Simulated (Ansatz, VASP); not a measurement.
Sb: VASP beside Ansatz

Contents of INCAR:

```
SYSTEM = Sb
ALGO = Normal ; EDIFF = 1E-6
ENCUT = 500 ; GGA = PE
GGA_COMPAT = .False. ; ISIF = 2
ISMEAR = -1 ; LASPH = .True.
LCHARG = .False. ; LREAL = .False.
LWAVE = .False. ; NBANDS = 12
NELM = 120 ; PREC = Accurate
SIGMA = 0.02
```

File KPOINTS:

```
k-points
0
Gamma
  3 3 3
  0 0 0
```

Contents of POSCAR:

```
Sb
1.0
    2.1542000000      1.2437279499      3.7580000000
   -2.1542000000      1.2437279499      3.7580000000
    0.0000000000     -2.4874558998      3.7580000000
Sb
2
Direct
    0.7665100000      0.7665100000      0.7665100000
    0.2334900000      0.2334900000      0.2334900000
```

Contents of input.yaml:

```yaml
crystal:
  lattice:
    - [2.1542, 1.2437279499, 3.758]
    - [-2.1542, 1.2437279499, 3.758]
    - [0.0, -2.4874558998, 3.758]
  atoms:
    - { symbol: Sb, position: [0.76651, 0.76651, 0.76651] }
    - { symbol: Sb, position: [0.23349, 0.23349, 0.23349] }
kpoints:
  mp_grid: { grid: [3, 3, 3] }
scf:
  occupations: { method: fermi_dirac, width: 0.02 }
hamiltonian:
  xc: pbe
  pseudopotentials: { kind: all_electron, lapw: { basis_error: 0.004 } }
output:
  forces: true
  stress: true
  eigenvalues: true
```

Alike in both runs: task single point; functional PBE; k mesh 3 × 3 × 3; occupations fermi-dirac, width 0.02 eV; no spin polarisation.

```csv
,VASP,Ansatz
version,VASP 6.6.1,Ansatz 0.2.0
potentials or method,"VASP PAW PBE potentials, release 64 (Sb), cutoff 500 eV","all-electron LAPW, scalar-relativistic"
```

Ansatz gave:

- gap on the k mesh at the Fermi level (eV): 1.28
- least direct gap on the mesh (eV): 1.31
- pressure (GPa): 3.5
- traceless stress, the component that is largest in VASP (GPa): -1.45
- rms of the force components (eV/Å): 0.065

Task: Which values does VASP return?

Result: gap on the k mesh at the Fermi level (eV): 1.29; least direct gap on the mesh (eV): 1.32; pressure (GPa): 3.5; traceless stress, the component that is largest in VASP (GPa): -1.47; rms of the force components (eV/Å): 0.051.

Atom by atom the forces differ by 0.014 eV/Å (rms over components). Ansatz ran all-electron here, and VASP with PAW potentials.

The k mesh is coarse, so the values compare programs but aren't converged. Neither program's run includes spin-orbit coupling.
